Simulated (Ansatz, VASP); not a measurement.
**SbS in VASP and in Ansatz**

```
Sb S
1.0
     0.00000    3.40251    3.40251
     3.40251    0.00000    3.40251
     3.40251    3.40251    0.00000
Sb S
1 1
Direct
  0.00000 0.00000 0.00000
  0.50000 0.50000 0.50000
```

Alike in both runs: task single point; functional PBE; k mesh 4 × 4 × 4; occupations gaussian, width 0.1 eV; no spin polarisation.

|  | VASP | Ansatz |
| --- | --- | --- |
| version | VASP 6.6.1 | Ansatz 0.2.0 |
| potentials or method | VASP PAW PBE potentials, release 64 (Sb, S), cutoff 520 eV | scalar-relativistic, plane waves, PAW |
| valence electrons in the cell | 11 | 21 |

Ansatz gave:

```
gap on the k mesh at the Fermi level (eV) : none
pressure (GPa)                            : -10.6
```

Q: What did VASP give for the same quantities?

A: gap on the k mesh at the Fermi level (eV): none; pressure (GPa): -10.7.

A gap of «none» marks a metal or a gap that the smearing closes. VASP's potentials hold 11 valence electrons a cell and Ansatz's 21, so a difference there can come from the potentials and not from the codes.

The k mesh is coarse, so the values compare programs but aren't converged. Neither program's run includes spin-orbit coupling.
